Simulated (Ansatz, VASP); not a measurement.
## Two plane-wave programs on Hf

File POSCAR:

```
Hf
1.0
   -1.6952011587      1.6952011587      1.6952011587
    1.6952011587     -1.6952011587      1.6952011587
    1.6952011587      1.6952011587     -1.6952011587
Hf
1
Direct
    0.0000000000      0.0000000000      0.0000000000
```

Contents of INCAR.step1:

```
ALGO     = Normal         # electronic algorithm
EDIFF    = 1E-4           # SCF threshold, eV
ENCUT    = 520            # plane-wave cutoff, eV
GGA      = PE             # functional
ISMEAR   = 0              # smearing method
LASPH    = True           # aspherical terms in the spheres
LCHARG   = False          # write CHGCAR
LREAL    = False          # projectors in reciprocal space
LWAVE    = True           # write WAVECAR
NBANDS   = 11             # bands
NELM     = 80             # most SCF steps
PREC     = Accurate       # precision mode
SIGMA    = 0.1            # smearing width, eV
```

The input INCAR.step2:

```
ALGO     = Normal         # electronic algorithm
EDIFF    = 1E-6           # SCF threshold, eV
ENCUT    = 520            # plane-wave cutoff, eV
ISIF     = 2              # what is computed and relaxed
ISMEAR   = 0              # smearing method
ISTART   = 1            
LASPH    = True           # aspherical terms in the spheres
LCHARG   = False          # write CHGCAR
LMIXTAU  = True         
LREAL    = False          # projectors in reciprocal space
LWAVE    = False          # write WAVECAR
METAGGA  = R2SCAN         # meta-GGA
NBANDS   = 11             # bands
NELM     = 80             # most SCF steps
PREC     = Accurate       # precision mode
SIGMA    = 0.1            # smearing width, eV
```

Contents of KPOINTS:

```
k-points
0
Gamma
  16 16 16
```

Input for Ansatz:

```yaml
crystal:
  lattice:
    - [-1.6952011587, 1.6952011587, 1.6952011587]
    - [1.6952011587, -1.6952011587, 1.6952011587]
    - [1.6952011587, 1.6952011587, -1.6952011587]
  atoms:
    - { symbol: Hf, position: [0.0, 0.0, 0.0] }
basis:
  ecutwfc: 500
kpoints:
  mp_grid: { grid: [16, 16, 16] }
hamiltonian:
  xc: r2scan
scf:
  occupations: { method: gaussian, width: 0.1 }
output:
  forces: true
  stress: true
  eigenvalues: true
```

Alike in both runs: task single point; functional r2SCAN; k mesh 16 × 16 × 16; occupations gaussian, width 0.1 eV; no spin polarisation.

```csv
,VASP,Ansatz
version,VASP 6.6.1,Ansatz 0.2.0
potentials or method,"VASP PAW PBE potentials, release 64 (Hf_pv), cutoff 520 eV","scalar-relativistic, plane waves, PAW"
valence electrons in the cell,10,26
```

```csv
,VASP,Ansatz,Ansatz less VASP
gap on the k mesh at the Fermi level (eV),none,none,-
pressure (GPa),15.6,15.9,+0.28
```

VASP's potentials were made for PBE, not for r2SCAN. A gap of «none» marks a metal or a gap that the smearing closes. VASP's potentials hold 10 valence electrons a cell and Ansatz's 26, so a difference there can come from the potentials and not from the codes.

Spin-orbit coupling is off throughout.
